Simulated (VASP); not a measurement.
Write the native input for VASP 6.6.1 that does the following.

| Item | Value |
| --- | --- |
| Task | single point |
| Functional | LDA |
| Potentials or basis | VASP PAW LDA potentials, release 64 (Se) |
| Cutoff | 520 eV |
| k mesh | 9 × 9 × 9 |
| Occupations | fermi-dirac, width 0.15 eV |
| Spin | no spin polarisation |
| Dipole correction | no |
| Further INCAR settings | ALGO = Normal; EDIFF = 1e-07; NBANDS = 9 |

The structure of Se lies in POSCAR:

```
Se
1.0
   -1.4038000000      1.4038000000      1.4038000000
    1.4038000000     -1.4038000000      1.4038000000
    1.4038000000      1.4038000000     -1.4038000000
Se
1
Direct
    0.0000000000      0.0000000000      0.0000000000
```

One way to write it, as run:

INCAR

```
SYSTEM = Se
  PREC = Accurate
  ENCUT = 520
  EDIFF = 1E-7
  ISMEAR = -1
  SIGMA = 0.15
  LREAL = .FALSE.
  LASPH = .TRUE.
  NELM = 60
  ALGO = Normal
  ISIF = 2
  LWAVE = .FALSE.
  LCHARG = .FALSE.
  GGA = CA
  NBANDS = 9
```

KPOINTS

```
regular mesh
0
G
  9 9 9
  0 0 0
```

Potentials or basis: VASP PAW LDA potentials, release 64 (Se).

Run with:

```sh
$ cat potpaw_LDA.64/Se/POTCAR > POTCAR
$ mpirun -np 1 vasp_std > vasp.out
```

Results of the run:

| Property | Result |
| --- | --- |
| Pressure | 159.0 GPa |
| Band gap on the k mesh | zero (band 3 reaches 23.21 eV, above the bottom of band 4 at 8.57 eV) |

It took 2.4 s on 1 thread of Intel Xeon 6975P-C, with other jobs on the host, peak memory 0.11 GiB.
